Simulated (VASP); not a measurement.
# AlNi3: single point with PBE

AlNi3:

```
Al Ni
1.0
     0.00000    2.83617    2.83617
     2.83617    0.00000    2.83617
     2.83617    2.83617    0.00000
Al Ni
1 3
Direct
  0.50000 0.50000 0.50000
  0.25000 0.25000 0.25000
  0.00000 0.00000 0.00000
  0.75000 0.75000 0.75000
```

```json
{
 "Program": "VASP 6.6.1",
 "Task": "single point",
 "Functional": "PBE",
 "Potentials or basis": "VASP PAW PBE potentials, release 64 (Al, Ni)",
 "Cutoff": "520 eV",
 "k mesh": "14 × 14 × 14",
 "Occupations": "gaussian, width 0.1 eV",
 "Spin": "no spin polarisation",
 "Dipole correction": "no",
 "k mesh for the DOS": "21 × 21 × 21",
 "Occupations for the DOS": "tetrahedron",
 "Further INCAR settings": "ALGO = Fast; EDIFF = 1e-06"
}
```

| Quantity | Value |
| --- | --- |
| Valence electrons inside the program's atomic spheres | Al 0.80; Ni 9.39, 9.35 (each value once) |

Levels at points of the mesh, in eV from the Fermi level:
```
           k point  band 13  band 14  band 15  band 16  band 17  band 18  band 19  band 20
(0.00, 0.00, 0.00)    -0.54    -0.54    -0.51    -0.51     5.35     5.35     5.35     5.71
```

Wall time 2.2 min on 1 thread of Intel(R) Xeon(R) 6975P-C (Granite Rapids), with other jobs on the host, peak memory 0.34 GiB.

 Spin polarisation is off, so any magnetic state and its effect on volume and gap are missing.
